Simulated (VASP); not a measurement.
Set up this calculation in VASP 6.6.1, as the native input.

```yaml
Task: single point
Functional: revPBE
Potentials_or_basis: VASP PAW PBE potentials, release 64 (Sr_sv, O)
Cutoff: 520 eV
k_mesh: 9 × 9 × 9
Occupations: fermi-dirac, width 0.05 eV
Spin: no spin polarisation
Dipole_correction: no
Further_INCAR_settings: ALGO = Normal; EDIFF = 1e-06; NBANDS = 15
```

The structure of SrO lies in POSCAR:

```
SrO
1.0
    0.0000000000      2.5663000000      2.5663000000
    2.5663000000      0.0000000000      2.5663000000
    2.5663000000      2.5663000000      0.0000000000
Sr O
1 1
Direct
    0.5000000000      0.5000000000      0.5000000000
    0.0000000000      0.0000000000      0.0000000000
```

One way to write it, as run:

INCAR

```
SYSTEM = SrO
  PREC = Accurate
  ENCUT = 520
  EDIFF = 1E-6
  ISMEAR = -1
  SIGMA = 0.05
  LREAL = .FALSE.
  LASPH = .TRUE.
  NELM = 80
  ALGO = Normal
  ISIF = 2
  LWAVE = .FALSE.
  LCHARG = .FALSE.
  GGA = RE
  NBANDS = 15
```

KPOINTS

```
Automatic mesh
0
G
  9 9 9
  0 0 0
```

Potentials or basis: VASP PAW PBE potentials, release 64 (Sr_sv, O).

Launch:

```console
$ cat potpaw_PBE.64/Sr_sv/POTCAR potpaw_PBE.64/O/POTCAR > POTCAR
$ mpirun -np 1 vasp_std > vasp.out
```

It gave:

```json
{"Pressure": "6.2 GPa", "Band gap on the k mesh": "3.41 eV, indirect (least direct gap 3.50 eV)"}
```

Caveat: the PAW data sets were made with another functional, which shifts forces and pressure a little.

Run time: 26 s on 1 thread of AMD EPYC 7R43 64-Core Processor (Zen 3), with other jobs on the host, peak memory 0.13 GiB.
